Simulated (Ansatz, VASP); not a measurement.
**CdF2: VASP beside Ansatz**

INCAR

```
SYSTEM = CdF2
PREC = Accurate
ENCUT = 600
EDIFF = 1E-6
ISMEAR = -1
SIGMA = 0.05
LREAL = .False.
LASPH = .True.
NELM = 120
ALGO = Normal
ISIF = 2
LWAVE = .False.
LCHARG = .True.
LELF = .True.
LVHAR = .True.
NBANDS = 24
GGA_COMPAT = .False.
```

KPOINTS

```
regular mesh
0
Gamma
  9 9 9
  0 0 0
```

Contents of POSCAR:

```
CdF2
1.0
    0.0000000000      2.6390049769      2.6390049769
    2.6390049769      0.0000000000      2.6390049769
    2.6390049769      2.6390049769      0.0000000000
Cd F
1 2
Direct
    0.0000000000      0.0000000000      0.0000000000
    0.7500000000      0.7500000000      0.7500000000
    0.2500000000      0.2500000000      0.2500000000
```

Contents of input.yaml:

```yaml
crystal:
  lattice:
    - [0.0, 2.6390049769, 2.6390049769]
    - [2.6390049769, 0.0, 2.6390049769]
    - [2.6390049769, 2.6390049769, 0.0]
  atoms:
    - { symbol: Cd, position: [0.0, 0.0, 0.0] }
    - { symbol: F, position: [0.75, 0.75, 0.75] }
    - { symbol: F, position: [0.25, 0.25, 0.25] }
hamiltonian:
  xc: lda
  pseudopotentials: { kind: paw }
kpoints:
  mp_grid: { grid: [9, 9, 9] }
scf:
  occupations: { method: fermi_dirac, width: 0.05 }
output:
  forces: true
  stress: true
  eigenvalues: true
  write_density: true
  write_potential: true
  elf: true
  volumetric_format: npy
```

Alike in both runs: task single point; functional LDA; k mesh 9 × 9 × 9; occupations fermi-dirac, width 0.05 eV; no spin polarisation.

|  | VASP | Ansatz |
| --- | --- | --- |
| version | VASP 6.6.1 | Ansatz 0.2.0 |
| potentials or method | VASP PAW LDA potentials, release 64 (Cd_sv_GW, F) | Ansatz PAW |
| plane-wave cutoff (eV) | 600 | 420 |
| valence electrons in the cell | 34 | 34 |

```tsv
	VASP	Ansatz	Ansatz less VASP
gap on the k mesh at the Fermi level (eV)	3.06	3.06	-0.001
least direct gap on the mesh (eV)	3.43	3.42	-0.006
pressure (GPa)	0.9	1.4	+0.54
```

LDA's correlation is that of Perdew and Zunger in VASP and of Perdew and Wang (1992) in Ansatz.

Noted on Ansatz's run: odd divisions of the mesh miss points on the zone boundary, where band edges often lie, so the gap on the mesh can be too wide.
